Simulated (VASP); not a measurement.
**KCl: relaxation of cell and atoms with LDA**

Crystal: KCl.

```
K Cl
1.0
     0.00000    3.14187    3.14187
     3.14187    0.00000    3.14187
     3.14187    3.14187    0.00000
K Cl
1 1
Direct
  0.00000 0.00000 0.00000
  0.50000 0.50000 0.50000
```

```yaml
Program: VASP 6.6.1
Task: relaxation of cell and atoms
Functional: LDA
Potentials_or_basis: VASP PAW LDA potentials, release 64 (K_sv, Cl)
Cutoff: 500 eV
k_mesh: 6 × 6 × 6
Occupations: gaussian, width 0.02 eV
Spin: no spin polarisation
Dipole_correction: no
Further_INCAR_settings: ALGO = Normal; EDIFF = 1e-07; IBRION = 2; EDIFFG = -0.002; NSW = 100; ISIF = 3
```

```yaml
Relaxed_volume: 28.15 Å³/atom
Relaxed_cell: a = 4.302 Å, b = 4.302 Å, c = 4.302 Å, α = 60.00°, β = 60.00°, γ = 60.00°
Space_group_after_relaxing_to_0.1_Å: Fm-3m (No. 225)
Energy_gained_by_relaxing: 18.3 meV/atom
Ionic_steps: 4
Pressure_after_relaxing: 0.0 GPa
Band_gap_on_the_k_mesh: 5.10 eV
```

Step by step:
| step | energy change (eV) | largest force (eV/Å) | pressure (GPa) | volume (Å³) |
| --- | --- | --- | --- | --- |
| 1 | 0.0000 | 0.0000 | -1.87 | 62.03 |
| 2 | -0.0287 | 0.0000 | -0.97 | 58.84 |
| 3 | -0.0366 | 0.0000 | -0.09 | 56.51 |
| 4 | -0.0367 | 0.0000 | 0.00 | 56.30 |

Final structure:
```xyz
2
Lattice="0.0000 3.0419 3.0419 3.0419 0.0000 3.0419 3.0419 3.0419 0.0000" Properties=species:S:1:pos:R:3 pbc="T T T"
K     6.0839    3.0419    3.0419
Cl    3.0419    3.0419    3.0419
```

Levels at points of the mesh, in eV from the valence-band top:
| k point | band 5 | band 6 | band 7 | band 8 | band 9 | band 10 | band 11 | band 12 |
| --- | --- | --- | --- | --- | --- | --- | --- | --- |
| (0.00, 0.00, 0.00) | -10.31 | 0.00 | 0.00 | 0.00 | 5.10 | 8.11 | 8.11 | 8.11 |
| (0.50, 0.00, 0.00) | -9.99 | -1.33 | -0.44 | -0.44 | 7.47 | 8.64 | 10.60 | 10.60 |
| (0.50, 0.50, 0.00) | -10.40 | -0.76 | -0.25 | -0.25 | 6.05 | 8.44 | 10.23 | 10.25 |

Wall time 66 s on 1 thread of Intel Xeon 8259CL, on a shared host, peak memory 0.16 GiB.
